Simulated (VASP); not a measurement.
Write the native input for VASP 6.6.1 that does the following.

| Quantity | Value |
| --- | --- |
| Task | relaxation of cell and atoms |
| Functional | LDA |
| Potentials or basis | VASP PAW LDA potentials, release 64 (C, Sr_sv) |
| Cutoff | 600 eV |
| k mesh | 6 × 6 × 6 |
| Occupations | fermi-dirac, width 0.02 eV |
| Spin | no spin polarisation |
| Dipole correction | no |
| Further INCAR settings | ALGO = Normal; EDIFF = 1e-07; IBRION = 2; EDIFFG = -0.005; NSW = 80; ISIF = 3 |

The structure of Sr2C lies in POSCAR:

```
Sr2C
1.0
    0.0000000000      3.3700854238      3.3700854238
    3.3700854238      0.0000000000      3.3700854238
    3.3700854238      3.3700854238      0.0000000000
C Sr
1 2
Direct
    0.0000000000      0.0000000000      0.0000000000
    0.2500000000      0.2500000000      0.2500000000
    0.7500000000      0.7500000000      0.7500000000
```

One way to write it, as run:

INCAR

```
  PREC = Accurate
  ENCUT = 600
  EDIFF = 1E-7
  ISMEAR = -1
  SIGMA = 0.02
  LREAL = False
  LASPH = True
  NELM = 60
  ALGO = Normal
  ISIF = 3
  LWAVE = False
  LCHARG = False
  IBRION = 2
  NSW = 80
  EDIFFG = -0.005
```

KPOINTS

```
Automatic mesh
0
Gamma
  6 6 6
```

Potentials or basis: VASP PAW LDA potentials, release 64 (C, Sr_sv).

The run is started by

```console
$ cat potpaw_LDA.64/C/POTCAR potpaw_LDA.64/Sr_sv/POTCAR > POTCAR
$ mpirun -np 1 vasp_std > vasp.out
```

It gave:

| Quantity | Value |
| --- | --- |
| Relaxed volume | 23.20 Å³/atom |
| Relaxed cell | a = 4.617 Å, b = 4.617 Å, c = 4.617 Å, α = 60.00°, β = 60.00°, γ = 60.00° |
| Space group after relaxing (to 0.1 Å) | Fm-3m (No. 225) |
| Energy gained by relaxing | 27.9 meV/atom |
| Ionic steps | 3 |
| Pressure after relaxing | 0.0 GPa |
| Band gap on the k mesh | zero (filled and empty bands touch) |

Run time: 62 s on 1 thread of AMD EPYC 9R14 (Zen 4), with other jobs on the host, peak memory 0.17 GiB.
